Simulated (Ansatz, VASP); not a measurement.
Given: the input of a run of Ansatz 0.2.0 on NaCl.

Contents of input.yaml:

```yaml
crystal:
  lattice:
    - [3.50219, 0.0, 0.0]
    - [0.0, 3.50219, 0.0]
    - [0.0, 0.0, 3.50219]
  atoms:
    - { symbol: Cl, position: [0.5, 0.5, 0.5] }
    - { symbol: Na, position: [0.0, 0.0, 0.0] }
kpoints:
  mp_grid: { grid: [8, 8, 8] }
scf:
  occupations: { method: fermi_dirac, width: 0.05 }
hamiltonian:
  xc: pbe
  pseudopotentials: { kind: all_electron, lapw: { basis_error: 0.001 } }
output:
  forces: true
  stress: true
relax:
  f_tol: 0.005
  max_steps: 60
  cell: {}
```

Potentials or basis: all-electron LAPW, scalar-relativistic.

The run is started by

```bash
$ ansatz run input.yaml --threads 1 --pin off --max-ram 3072MiB --backend cpu --events-out ev --progress --plain --runs-dir out
```

Question: Set up the same calculation for VASP 6.6.1. Potentials there: VASP PAW PBE potentials, release 64 (Cl, Na_pv).

Answer: As run (the cutoff follows the program's own potentials):

The input INCAR:

```
PREC = Accurate ; ENCUT = 600
EDIFF = 1E-7 ; ISMEAR = -1
SIGMA = 0.05 ; LREAL = False
LASPH = True ; NELM = 80
ALGO = Normal ; ISIF = 3
LWAVE = False ; LCHARG = False
GGA = PE ; IBRION = 2
NSW = 80 ; EDIFFG = -0.005
```

File KPOINTS:

```
Automatic mesh
0
Gamma
  8 8 8
```

POSCAR

```
NaCl
1.0
    3.5021900000      0.0000000000      0.0000000000
    0.0000000000      3.5021900000      0.0000000000
    0.0000000000      0.0000000000      3.5021900000
Cl Na
1 1
Direct
    0.5000000000      0.5000000000      0.5000000000
    0.0000000000      0.0000000000      0.0000000000
```

Potentials or basis: VASP PAW PBE potentials, release 64 (Cl, Na_pv).

Command:

```bash
$ cat potpaw_PBE.64/Cl/POTCAR potpaw_PBE.64/Na_pv/POTCAR > POTCAR
$ mpirun -np 1 vasp_std > vasp.out
```

Both were run:

|  | VASP | Ansatz | Ansatz less VASP |
| --- | --- | --- | --- |
| relaxed volume (Å³/atom) | 21.55 | 21.58 | +0.022 |
| relaxed cell length with the largest relative difference (Å) | 3.506 | 3.507 | +0.0012 |

Ansatz ran all-electron here, and VASP with PAW potentials.
